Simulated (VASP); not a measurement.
Set up this calculation in VASP 6.6.1, as the native input.

* Task: single point
* Functional: PBE
* Potentials or basis: VASP PAW PBE potentials, release 64 (Rb_sv, Br)
* Cutoff: 520 eV
* k mesh: 6 × 6 × 6
* Occupations: gaussian, width 0.05 eV
* Spin: no spin polarisation
* Dipole correction: no
* Further INCAR settings: ALGO = Normal; EDIFF = 1e-06; NBANDS = 15

The structure of RbBr lies in POSCAR:

```
RbBr
1.0
    0.0000000000      3.4275000000      3.4275000000
    3.4275000000      0.0000000000      3.4275000000
    3.4275000000      3.4275000000      0.0000000000
Rb Br
1 1
Direct
    0.0000000000      0.0000000000      0.0000000000
    0.4124726477      0.4124726477      0.5875273523
```

This cell differs from its parent crystal: atom 2 (Br) moved by (+0.000, -0.600) A along [1 1 0] and z.

The input as run:

INCAR

```
PREC = Accurate ; ENCUT = 520
EDIFF = 1E-6 ; ISMEAR = 0
SIGMA = 0.05 ; LREAL = F
LASPH = T ; NELM = 80
ALGO = Normal ; ISIF = 2
LWAVE = F ; LCHARG = F
GGA = PE ; NBANDS = 15
```

KPOINTS

```
regular mesh
0
Gamma
  6 6 6
```

Potentials or basis: VASP PAW PBE potentials, release 64 (Rb_sv, Br).

Run with:

```bash
$ cat potpaw_PBE.64/Rb_sv/POTCAR potpaw_PBE.64/Br/POTCAR > POTCAR
$ mpirun -np 1 vasp_std > vasp.out
```

Results of the run:

```
Pressure               : 3.3 GPa
Largest force          : 1.637 eV/Å
Band gap on the k mesh : 4.36 eV, direct
```

Caveat: the cell differs from its parent crystal (atom 2 (Br) moved by (+0.000, -0.600) A along [1 1 0] and z); forces of over 1 eV/Å act on the atoms, so gaps and moduli don't describe the material at rest.

It took 17 s on 1 thread of Intel(R) Xeon(R) 6975P-C (Granite Rapids) (shared host), peak memory 0.21 GiB.
